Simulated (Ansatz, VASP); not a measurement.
AgCl in VASP and in Ansatz

The input INCAR:

```
PREC = Accurate
ENCUT = 520
EDIFF = 1E-7
ISMEAR = 0
SIGMA = 0.05
LREAL = F
LASPH = T
NELM = 60
ALGO = Normal
ISIF = 2
LWAVE = F
LCHARG = F
GGA = PE
NBANDS = 16
```

The input KPOINTS:

```
Automatic mesh
0
Gamma
  8 8 8
```

The input POSCAR:

```
AgCl
1.0
    0.0000000000      2.5512980000      2.5512980000
    2.5512980000      0.0000000000      2.5512980000
    2.5512980000      2.5512980000      0.0000000000
Ag Cl
1 1
Direct
    0.5000000000      0.5000000000      0.5000000000
    0.0000000000      0.0000000000      0.0000000000
```

Input for Ansatz:

```yaml
crystal:
  lattice:
    - [0.0, 2.551298, 2.551298]
    - [2.551298, 0.0, 2.551298]
    - [2.551298, 2.551298, 0.0]
  atoms:
    - { symbol: Ag, position: [0.5, 0.5, 0.5] }
    - { symbol: Cl, position: [0.0, 0.0, 0.0] }
basis:
  ecutwfc: 420
kpoints:
  mp_grid: { grid: [8, 8, 8] }
hamiltonian:
  xc: pbe
scf:
  occupations: { method: gaussian, width: 0.05 }
output:
  forces: true
  stress: true
  eigenvalues: true
```

Change from the starting cell: strain -0.080 along x and y, -0.080 along z, atoms carried along.

Alike in both runs: task single point; functional PBE; k mesh 8 × 8 × 8; occupations gaussian, width 0.05 eV; no spin polarisation.

|  | VASP | Ansatz |
| --- | --- | --- |
| version | VASP 6.6.1 | Ansatz 0.2.0 |
| potentials or method | VASP PAW PBE potentials, release 64 (Ag, Cl), cutoff 520 eV | scalar-relativistic, plane waves, PAW |
| valence electrons in the cell | 18 | 26 |

```tsv
	VASP	Ansatz	Ansatz less VASP
gap on the k mesh at the Fermi level (eV)	1.01	1.02	+0.004
least direct gap on the mesh (eV)	3.41	3.39	-0.016
pressure (GPa)	25.1	25.3	+0.22
```

With one functional, cell and mesh, what is left measures potentials, basis and numerics. VASP's potentials hold 18 valence electrons a cell and Ansatz's 26, so a difference there can come from the potentials and not from the codes.
